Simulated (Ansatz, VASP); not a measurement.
# Two plane-wave programs on SiC

File INCAR:

```
PREC = Accurate
ENCUT = 520
EDIFF = 1E-7
ISMEAR = -1
SIGMA = 0.05
LREAL = False
LASPH = True
NELM = 100
ALGO = Normal
ISIF = 2
LWAVE = False
LCHARG = False
NBANDS = 11
```

Contents of KPOINTS:

```
regular mesh
0
Gamma
  15 15 15
```

POSCAR

```
SiC
1.0
    0.0000000000      1.7266632846      1.7266632846
    1.7266632846      0.0000000000      1.7266632846
    1.7266632846      1.7266632846      0.0000000000
Si C
1 1
Direct
    0.0000000000      0.0000000000      0.0000000000
    0.5000000000      0.5000000000      0.5000000000
```

Input for Ansatz:

```yaml
crystal:
  lattice:
    - [0.0, 1.7266632846, 1.7266632846]
    - [1.7266632846, 0.0, 1.7266632846]
    - [1.7266632846, 1.7266632846, 0.0]
  atoms:
    - { symbol: Si, position: [0.0, 0.0, 0.0] }
    - { symbol: C, position: [0.5, 0.5, 0.5] }
kpoints:
  mp_grid: { grid: [15, 15, 15] }
scf:
  occupations: { method: fermi_dirac, width: 0.05 }
hamiltonian:
  xc: lda
  pseudopotentials: { kind: paw }
output:
  forces: true
  stress: true
  eigenvalues: true
  populations: true
```

Change from the starting cell: volume scaled by 0.64, PAW files.

Alike in both runs: task single point; functional LDA; k mesh 15 × 15 × 15; occupations fermi-dirac, width 0.05 eV; no spin polarisation.

```csv
,VASP,Ansatz
version,VASP 6.6.1,Ansatz 0.2.0
potentials or method,"VASP PAW LDA potentials, release 64 (Si, C)","PAW with Ansatz's default frozen-core files, scalar-relativistic"
plane-wave cutoff (eV),520,420
valence electrons in the cell,8,8
```

```tsv
	VASP	Ansatz	Ansatz less VASP
pressure (GPa)	303.7	302.3	-1.46
```

LDA's correlation is that of Perdew and Zunger in VASP and of Perdew and Wang (1992) in Ansatz. Both programs put the cell under a high pressure, so it lies far from rest at this level.

Noted on VASP's run: the cell as given lies far from equilibrium.
